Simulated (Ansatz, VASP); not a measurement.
**Two plane-wave programs on ZrB**

```
CELL_PARAMETERS angstrom
5.20669 0.00000 0.00000
-2.60334 4.50912 0.00000
0.00000 0.00000 3.80070
ATOMIC_POSITIONS crystal
Zr 0.00000 0.00000 0.00000
Zr 0.33333 0.66667 0.50000
Zr 0.66667 0.33333 0.50000
B 0.50000 0.00000 0.00000
B 0.50000 0.50000 0.00000
B 0.00000 0.50000 0.00000
```

Change from the starting cell: species swapped into the TlPt type (P6/mmm, No. 191).

Alike in both runs: functional PBE; k mesh 6 × 6 × 6; occupations gaussian, width 0.1 eV; no spin polarisation.

Ansatz relaxed the structure, and its values are those at the end. VASP's run is a single point on that final structure, the one shown.

|  | VASP | Ansatz |
| --- | --- | --- |
| version | VASP 6.6.1 | Ansatz 0.2.0 |
| potentials or method | VASP PAW PBE potentials, release 64 (Zr_sv, B), cutoff 520 eV | scalar-relativistic, plane waves, PAW |
| valence electrons in the cell | 45 | 45 |

```csv
,VASP,Ansatz,Ansatz less VASP
gap on the k mesh at the Fermi level (eV),none,none,-
pressure (GPa),0.2,0.1,-0.09
```

A gap of «none» marks a metal or a gap that the smearing closes.
